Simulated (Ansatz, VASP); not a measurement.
Given: the input of a run of VASP 6.6.1 on SiO.

File POSCAR:

```
SiO
1.0
    0.0000000000      2.4336400000      2.4336400000
    2.4336400000      0.0000000000      2.4336400000
    2.4336400000      2.4336400000      0.0000000000
Si O
1 1
Direct
    0.7500000000      0.7500000000      0.7500000000
    0.0000000000      0.0000000000      0.0000000000
```

INCAR.step1

```
ALGO     = Normal         # electronic algorithm
EDIFF    = 1E-5           # SCF threshold, eV
ENCUT    = 520            # plane-wave cutoff, eV
GGA      = PE             # functional
ISIF     = 2              # what is computed and relaxed
ISMEAR   = -1             # smearing method
LASPH    = True           # aspherical terms in the spheres
LCHARG   = False          # write CHGCAR
LREAL    = False          # projectors in reciprocal space
LWAVE    = True           # write WAVECAR
NBANDS   = 12             # bands
NELM     = 100            # most SCF steps
PREC     = Accurate       # precision mode
SIGMA    = 0.05           # smearing width, eV
```

Contents of INCAR.step2:

```
AEXX     = 0.2            # exact-exchange fraction
AGGAC    = 0.81         
AGGAX    = 0.72         
ALDAC    = 0.19         
ALGO     = Normal         # electronic algorithm
EDIFF    = 1E-7           # SCF threshold, eV
ENCUT    = 520            # plane-wave cutoff, eV
GGA      = B3             # functional
ISIF     = 2              # what is computed and relaxed
ISMEAR   = -1             # smearing method
ISTART   = 1            
LASPH    = True           # aspherical terms in the spheres
LCHARG   = False          # write CHGCAR
LHFCALC  = True           # exact exchange
LREAL    = False          # projectors in reciprocal space
LWAVE    = False          # write WAVECAR
NBANDS   = 12             # bands
NELM     = 100            # most SCF steps
PREC     = Accurate       # precision mode
PRECFOCK = Normal       
SIGMA    = 0.05           # smearing width, eV
```

Contents of KPOINTS:

```
k-points
0
Gamma
  5 5 5
```

Potentials or basis: VASP PAW PBE potentials, release 64 (Si, O).

The run is started by

```bash
$ cat potpaw_PBE.64/Si/POTCAR potpaw_PBE.64/O/POTCAR > POTCAR
$ cp INCAR.step1 INCAR
$ mpirun -np 1 vasp_std > vasp.out
$ cp INCAR.step2 INCAR
$ mpirun -np 1 vasp_std > vasp.out
```

Problem. Translate it to Ansatz 0.2.0. Potentials there: Ansatz PAW.

Solution. As run (the cutoff follows the program's own potentials):

input.yaml

```yaml
crystal:
  lattice:
    - [0.0, 2.43364, 2.43364]
    - [2.43364, 0.0, 2.43364]
    - [2.43364, 2.43364, 0.0]
  atoms:
    - { symbol: Si, position: [0.75, 0.75, 0.75] }
    - { symbol: O, position: [0.0, 0.0, 0.0] }
hamiltonian:
  xc: b3lyp
  pseudopotentials: { kind: paw }
kpoints:
  mp_grid: { grid: [5, 5, 5] }
scf:
  occupations: { method: fermi_dirac, width: 0.05 }
output:
  forces: true
  stress: true
  eigenvalues: true
```

Potentials or basis: Ansatz PAW.

The run is started by

```console
$ ansatz run input.yaml --threads 2 --pin off --max-ram 5632MiB --backend cpu --events-out ev --progress --plain --runs-dir out
```

Both were run:

|  | VASP | Ansatz | Ansatz less VASP |
| --- | --- | --- | --- |
| gap on the k mesh at the Fermi level (eV) | 0.79 | 0.73 | -0.059 |
| least direct gap on the mesh (eV) | 1.45 | 1.36 | -0.091 |
| pressure (GPa) | 5.8 | 5.8 | +0.06 |

VASP's potentials were made for PBE, not for B3LYP. With one functional, cell and mesh, what is left measures potentials, basis and numerics.

The k mesh is coarse, so the values compare programs but aren't converged. Noted on Ansatz's run: odd divisions of the mesh miss points on the zone boundary, where band edges often lie, so the gap on the mesh can be too wide.
